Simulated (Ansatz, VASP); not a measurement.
# One calculation of InSb3, two programs

```xyz
4
Lattice="4.8620 0.1685 0.1685 0.1685 4.8620 0.1685 0.1685 0.1685 4.8620" Properties=species:S:1:pos:R:3 pbc="T T T"
In    0.0000    0.0000    0.0000
Sb    2.5152    0.1685    2.5152
Sb    0.1685    2.5152    2.5152
Sb    2.5152    2.5152    0.1685
```

Change from the starting cell: equal engineering shear yz, xz and xy +0.0700, equal normal strain along x, y and z +0.0100.

Alike in both runs: task single point; functional PBE; k mesh 8 × 8 × 8; occupations gaussian, width 0.15 eV; no spin polarisation.

```csv
,VASP,Ansatz
version,VASP 6.6.1,Ansatz 0.2.0
potentials or method,"VASP PAW PBE potentials, release 64 (In_d, Sb), cutoff 520 eV","scalar-relativistic, plane waves, PAW"
valence electrons in the cell,28,58
```

|  | VASP | Ansatz | Ansatz less VASP |
| --- | --- | --- | --- |
| gap on the k mesh at the Fermi level (eV) | none | none | - |
| pressure (GPa) | -0.9 | -0.8 | +0.09 |
| traceless stress, the component that is largest in VASP (GPa) | -0.96 | -0.96 | -0.003 |

A gap of «none» marks a metal or a gap that the smearing closes. The functional is the same, so the differences come from potentials, cutoffs and numerics. VASP's potentials hold 28 valence electrons a cell and Ansatz's 58, so a difference there can come from the potentials and not from the codes.

Neither program's run includes spin-orbit coupling.
